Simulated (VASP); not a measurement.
# SiO2 (P4_2/mnm) in VASP: notebook, part 3 of 3

VASP 6.6.1. The steps go on from the part before.

## (5) Single point, LDA

This run uses another cell than the first one, of 7.11 Å³/atom, 1.027 times its volume.

File INCAR:

```
SYSTEM = SiO2
PREC = Accurate
ENCUT = 910
EDIFF = 1E-6
ISMEAR = 0
SIGMA = 0.05
LREAL = .FALSE.
LASPH = .TRUE.
NELM = 120
ALGO = Normal
ISIF = 2
LWAVE = .FALSE.
LCHARG = .FALSE.
NBANDS = 25
GGA_COMPAT = .FALSE.
```

File KPOINTS:

```
Automatic mesh
0
G
  6 6 8
  0 0 0
```

File POSCAR:

```
SiO2
1.0
    4.1551517022      0.0000000000      0.0000000000
    0.0000000000      4.1551517022      0.0000000000
    0.0000000000      0.0000000000      2.4697000000
Si O
2 4
Direct
    0.5000000000      0.5000000000      0.5000000000
    0.0000000000      0.0000000000      0.0000000000
    0.6944252994      0.6944252994      0.0000000000
    0.1944252994      0.8055747006      0.5000000000
    0.3055747006      0.3055747006      0.0000000000
    0.8055747006      0.1944252994      0.5000000000
```

Potentials or basis: VASP PAW LDA potentials, release 64 (Si, O_h).

Started as:

```bash
$ cat potpaw_LDA.64/Si/POTCAR potpaw_LDA.64/O_h/POTCAR > POTCAR
$ mpirun -np 1 vasp_std > vasp.out
```

OUTCAR:

```text
SYSTEM = SiO2
   PREC = Accurate
   ENCUT = 910
   EDIFF = 1E-6
   ISMEAR = 0
   LREAL = .FALSE.
   LASPH = .TRUE.
   NELM = 120
   ISIF = 2

 ion  position               nearest neighbor table
   1  0.500  0.500  0.500-   3 1.68   5 1.68   3 1.68   5 1.68   4 1.80   6 1.80
   2  0.000  0.000  0.000-   4 1.68   6 1.68   4 1.68   6 1.68   5 1.80   3 1.80
   3  0.694  0.694  0.000-   1 1.68   1 1.68   2 1.80
   4  0.194  0.806  0.500-   2 1.68   2 1.68   1 1.80
   5  0.306  0.306  0.000-   1 1.68   1 1.68   2 1.80
   6  0.806  0.194  0.500-   2 1.68   2 1.68   1 1.80

  LATTYP: Found a simple tetragonal cell.
 ALAT       =     4.1551517022
 C/A-ratio  =     0.5943705975

  Lattice vectors:

 A1 = (   4.1551517022,   0.0000000000,   0.0000000000)
 A2 = (   0.0000000000,   4.1551517022,   0.0000000000)
 A3 = (   0.0000000000,   0.0000000000,   2.4697000000)

Analysis of symmetry for initial positions (statically):
=====================================================================
 Subroutine PRICEL returns:
 Original cell was already a primitive cell.
[... 177 lines left out ...]
  free energy    TOTEN  =       -51.34015487 eV

  energy without entropy =      -51.34015487  energy(sigma->0) =      -51.34015487

 E-fermi :  10.1980     XC(G=0): -13.1736

 val. band max:        9.9265786841   @ k =   0.0000   0.0000   0.0000
 cond. band min:      17.3323031774   @ k =   0.0000   0.0000   0.0000
 fundamental gap:      7.4057244933
 Fermi energy:        10.1979958117

 k-point     1 :       0.0000    0.0000    0.0000
  band No.  band energies     occupation
      1     -13.4376      2.00000
      2      -9.4184      2.00000
      3      -9.4184      2.00000
      4      -9.2856      2.00000
      5      -1.4873      2.00000
      6       2.5743      2.00000
[... 661 lines left out ...]
     24      24.0318      0.00000
     25      24.6231      0.00000

 [... further k-points ...]
[... 5 lines left out ...]
  --------------------------------------------------------------------------------------
  -------------------------------------------------------------------------------------
  Total        4.7100878      4.7100878     18.8620995     -0.0000000      0.0000000      0.0000000
  in kB      176.9789492    176.9789492    708.7329810     -0.0000000      0.0000000      0.0000000
  external PRESSURE =     354.2302932 kB  Pullay stress =       0.0000000 kB

 VOLUME and BASIS-vectors are now :
 -----------------------------------------------------------------------------
  energy-cutoff  :      910.00
  volume of cell :       42.64
      direct lattice vectors                 reciprocal lattice vectors
     4.155151702  0.000000000  0.000000000     0.240665100  0.000000000  0.000000000
     0.000000000  4.155151702  0.000000000     0.000000000  0.240665100  0.000000000
     0.000000000  0.000000000  2.469700000     0.000000000  0.000000000  0.404907479

 POSITION                                       TOTAL-FORCE (eV/Angst)
 -----------------------------------------------------------------------------------
      2.07758      2.07758      1.23485         0.000000      0.000000      0.000000
      0.00000      0.00000      0.00000         0.000000      0.000000      0.000000
      2.88544      2.88544      0.00000         0.262717      0.262717      0.000000
      0.80787      3.34729      1.23485         0.262717     -0.262717      0.000000
      1.26971      1.26971      0.00000        -0.262717     -0.262717     -0.000000
      3.34729      0.80787      1.23485        -0.262717      0.262717      0.000000
 -----------------------------------------------------------------------------------
    total drift:                                0.000000     -0.000000      0.000000

  FREE ENERGIE OF THE ION-ELECTRON SYSTEM (eV)
  ---------------------------------------------------
  free  energy   TOTEN  =       -51.3401548729 eV

  energy  without entropy=      -51.3401548729  energy(sigma->0) =      -51.34015487
```

OSZICAR:

```text
N       E                     dE             d eps       ncg     rms          rms(c)
DAV:   1     0.249123172528E+03    0.24912E+03   -0.24895E+04  2500   0.197E+03
DAV:   2    -0.379855614444E+02   -0.28711E+03   -0.26810E+03  3523   0.366E+02
DAV:   3    -0.562176862685E+02   -0.18232E+02   -0.18095E+02  3362   0.923E+01
DAV:   4    -0.564243517870E+02   -0.20667E+00   -0.20643E+00  3141   0.104E+01
DAV:   5    -0.564281597575E+02   -0.38080E-02   -0.38041E-02  3356   0.134E+00    0.206E+01
DAV:   6    -0.514784890086E+02    0.49497E+01   -0.12963E+01  3302   0.245E+01    0.101E+01
DAV:   7    -0.513793391295E+02    0.99150E-01   -0.82446E-01  3243   0.556E+00    0.337E+00
DAV:   8    -0.513454559262E+02    0.33883E-01   -0.34142E-02  3237   0.190E+00    0.116E+00
DAV:   9    -0.513401615496E+02    0.52944E-02   -0.63707E-03  3273   0.718E-01    0.197E-01
DAV:  10    -0.513401611489E+02    0.40070E-06   -0.54978E-04  3194   0.177E-01    0.649E-02
DAV:  11    -0.513401558180E+02    0.53310E-05   -0.36460E-05  3264   0.483E-02    0.335E-02
DAV:  12    -0.513401548088E+02    0.10092E-05   -0.53840E-06  3211   0.163E-02    0.917E-03
DAV:  13    -0.513401548729E+02   -0.64077E-07   -0.36751E-07  2159   0.419E-03
   1 F= -.51340155E+02 E0= -.51340155E+02  d E =-.156203E-16
```

It took 96 s on 1 thread of AMD EPYC 7R43 (Zen 3), shared host; peak memory 0.19 GiB.

What came out:

```yaml
Free_energy: -51.3402 eV
Pressure: 35.4 GPa
Largest_force: 0.372 eV/Å
Band_gap_on_the_k_mesh: 7.41 eV, direct
```

Forces on the atoms (eV/Å):
```
Si   0.000  0.000  0.000
Si   0.000  0.000  0.000
O    0.263  0.263  0.000
O    0.263 -0.263  0.000
O   -0.263 -0.263  0.000
O   -0.263  0.263  0.000
```

Caveat: the cutoff is under 1.25 times the usual one of these potentials, so pressure, stress and relaxed cells hold a basis-set (Pulay) error.

## (6) Overview

| cell | gap on the mesh (eV) | pressure (GPa) | largest force (eV/Å) |
| --- | --- | --- | --- |
| a = 4.155, b = 4.155, c = 2.406 Å, 6 atoms | 7.86 | 51.0 | 0.62 |
| a = 4.055, b = 4.055, c = 2.853 Å, 6 atoms | 5.07 | -8.5 | 0.40 |
| a = 4.255, b = 4.255, c = 2.342 Å, 6 atoms | 7.21 | 46.9 | 0.18 |
| a = 4.155, b = 4.155, c = 2.470 Å, 6 atoms | 7.41 | 35.4 | 0.37 |

Alike in all rows: task single point; level LDA; potentials or basis VASP PAW LDA potentials, release 64 (Si, O_h); no spin polarisation; k mesh 6 × 6 × 8; cutoff (eV) 910; smearing gaussian 0.05 eV.

Caveats: the cutoff is under 1.25 times the usual one of these potentials, so pressure, stress and relaxed cells hold a basis-set (Pulay) error.

Total energies depend on the potentials used, so only differences within one code and one set of settings carry meaning.
